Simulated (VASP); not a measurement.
Here is a VASP 6.6.1 calculation.

POSCAR

```
Ga
1.0
    3.0907794407      0.0000000000      0.0000000000
   -1.5453897204      2.6766935132      0.0000000000
    0.0000000000      0.0000000000      4.8791221611
Ga
2
Direct
    0.3333333333      0.6666666667      0.2500000000
    0.6666666667      0.3333333333      0.7500000000
```

Contents of INCAR.step1:

```
SYSTEM = Ga
PREC     = Accurate       ! precision mode
ENCUT    = 520            ! plane-wave cutoff, eV
ISMEAR   = -1             ! smearing method
SIGMA    = 0.1            ! smearing width, eV
LREAL    = .False.        ! projectors in reciprocal space
LASPH    = .True.         ! aspherical terms in the spheres
NELM     = 100            ! most SCF steps
NBANDS   = 20             ! bands
GGA      = PE             ! functional
ALGO     = Normal         ! electronic algorithm
EDIFF    = 1E-4           ! SCF threshold, eV
LWAVE    = .True.         ! write WAVECAR
LCHARG   = .False.        ! write CHGCAR
```

The input INCAR.step2:

```
SYSTEM = Ga
PREC     = Accurate       ! precision mode
ENCUT    = 520            ! plane-wave cutoff, eV
EDIFF    = 1E-6           ! SCF threshold, eV
ISMEAR   = -1             ! smearing method
SIGMA    = 0.1            ! smearing width, eV
LREAL    = .False.        ! projectors in reciprocal space
LASPH    = .True.         ! aspherical terms in the spheres
NELM     = 100            ! most SCF steps
ALGO     = Normal         ! electronic algorithm
ISIF     = 2              ! what is computed and relaxed
LWAVE    = .False.        ! write WAVECAR
LCHARG   = .True.         ! write CHGCAR
METAGGA  = R2SCAN         ! meta-GGA
LMIXTAU  = .True.       
LELF     = .True.         ! ELF
LVHAR    = .True.       
NBANDS   = 20             ! bands
ISTART   = 1
```

Contents of KPOINTS:

```
Automatic mesh
0
Gamma
  14 14 8
  0 0 0
```

Potentials or basis: VASP PAW PBE potentials, release 64 (Ga_d).

The run is started by

```console
$ cat potpaw_PBE.64/Ga_d/POTCAR > POTCAR
$ cp INCAR.step1 INCAR
$ mpirun -np 1 vasp_std > vasp.out
$ cp INCAR.step2 INCAR
$ mpirun -np 1 vasp_std > vasp.out
```

**Question.** Predict the pressure.

**Answer.** -4.8 GPa.

**Question.** What does it give for the band gap on the k mesh?

**Answer.** Zero (band 13 reaches 9.56 eV, above the bottom of band 14 at 1.76 eV).

Caveat: the PAW data sets were made with another functional, which shifts forces and pressure a little.
